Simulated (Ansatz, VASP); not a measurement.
SnO2: VASP beside Ansatz

INCAR

```
PREC = Accurate ; ENCUT = 520
EDIFF = 1E-7 ; ISMEAR = 0
SIGMA = 0.05 ; LREAL = F
LASPH = T ; NELM = 100
ALGO = Normal ; ISIF = 2
LWAVE = F ; LCHARG = T
GGA = PE ; LELF = T
LVHAR = T ; NBANDS = 35
```

The input KPOINTS:

```
regular mesh
0
Gamma
  6 6 8
```

File POSCAR:

```
SnO2
1.0
    4.9967660549      0.0000000000      0.0000000000
    0.0000000000      4.9967802180      0.0000000000
    0.0000000000      0.0000000000      3.0112483655
Sn O
2 4
Direct
    0.5000000000      0.5000000000      0.5000000000
    0.0000000000      0.0000000000      0.0000000000
    0.2819646748      0.3312350192      0.0000000000
    0.7819646748      0.1687649808      0.5000000000
    0.2180353252      0.8312350192      0.5000000000
    0.7180353252      0.6687649808      0.0000000000
```

Input for Ansatz:

```yaml
crystal:
  lattice:
    - [4.9967660549, 0.0, 0.0]
    - [0.0, 4.996780218, 0.0]
    - [0.0, 0.0, 3.0112483655]
  atoms:
    - { symbol: Sn, position: [0.5, 0.5, 0.5] }
    - { symbol: Sn, position: [0.0, 0.0, 0.0] }
    - { symbol: O, position: [0.2819646748, 0.3312350192, 0.0] }
    - { symbol: O, position: [0.7819646748, 0.1687649808, 0.5] }
    - { symbol: O, position: [0.2180353252, 0.8312350192, 0.5] }
    - { symbol: O, position: [0.7180353252, 0.6687649808, 0.0] }
basis:
  ecutwfc: 520.0
kpoints:
  mp_grid: { grid: [6, 6, 8] }
hamiltonian:
  xc: pbe
  pseudopotentials: { kind: paw, azcp: { folder: soft_1 } }
scf:
  occupations: { method: gaussian, width: 0.05 }
output:
  forces: true
  stress: true
  eigenvalues: true
  write_density: true
  write_potential: true
  elf: true
  volumetric_format: npy
```

Change from the starting cell: mode 4 frozen in at -0.168 Å, strain +e along z and -e/2 along x and y -0.0700.

Alike in both runs: task single point; functional PBE; k mesh 6 × 6 × 8; occupations gaussian, width 0.05 eV; no spin polarisation.

|  | VASP | Ansatz |
| --- | --- | --- |
| version | VASP 6.6.1 | Ansatz 0.2.0 |
| potentials or method | VASP PAW PBE potentials, release 64 (Sn_d, O), cutoff 520 eV | scalar-relativistic, plane waves, PAW |
| valence electrons in the cell | 52 | 52 |

```tsv
	VASP	Ansatz	Ansatz less VASP
gap on the k mesh at the Fermi level (eV)	1.26	1.27	+0.014
least direct gap on the mesh (eV)	1.26	1.27	+0.014
pressure (GPa)	5.6	5.0	-0.63
traceless stress, the component that is largest in VASP (GPa)	16.86	16.52	-0.342
rms of the force components (eV/Å)	0.103	0.087	-0.0159
```

Atom by atom the forces differ by 0.025 eV/Å (rms over components).
